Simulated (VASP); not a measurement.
## CuAs: single point with LDA

Crystal: CuAs.

```
Cu As
1.0
     3.77968    0.00000    0.00000
    -1.88984    3.27330    0.00000
     0.00000    0.00000    5.11710
Cu As
2 2
Direct
  0.00000 0.00000 0.50000
  0.00000 0.00000 0.00000
  0.66667 0.33333 0.75000
  0.33333 0.66667 0.25000
```

```
Program             : VASP 6.6.1
Task                : single point
Functional          : LDA
Potentials or basis : VASP PAW LDA potentials, release 64 (Cu, As)
Cutoff              : 520 eV
k mesh              : 12 × 12 × 8
Occupations         : gaussian, width 0.15 eV
Spin                : no spin polarisation
```

| Property | Result |
| --- | --- |
| Pressure | -5.4 GPa |
| Band gap on the k mesh | zero (band 16 reaches 8.03 eV, above the bottom of band 17 at 5.74 eV) |

Stress tensor (GPa, compression positive):
```
-3.76  0.00  0.00
 0.00 -3.76  0.00
 0.00  0.00 -8.70
```

Levels at points of the mesh, in eV from the Fermi level:
| k point | band 13 | band 14 | band 15 | band 16 | band 17 | band 18 | band 19 | band 20 |
| --- | --- | --- | --- | --- | --- | --- | --- | --- |
| (0.00, 0.00, 0.00) | -1.79 | 0.01 | 0.01 | 1.44 | 1.44 | 2.49 | 2.94 | 3.71 |
| (0.50, 0.00, 0.00) | -3.01 | -3.01 | -2.90 | -2.25 | -0.05 | 2.44 | 3.44 | 4.75 |
| (0.00, 0.00, 0.50) | -1.37 | -1.37 | 1.07 | 1.07 | 1.07 | 1.07 | 4.56 | 4.56 |
| (0.50, 0.00, 0.50) | -3.23 | -3.23 | -0.58 | -0.58 | 0.42 | 0.42 | 4.29 | 4.29 |

It took 3.8 min on 1 thread of AMD EPYC 7R43 64-Core Processor (Zen 3) (shared host), peak memory 0.2 GiB.
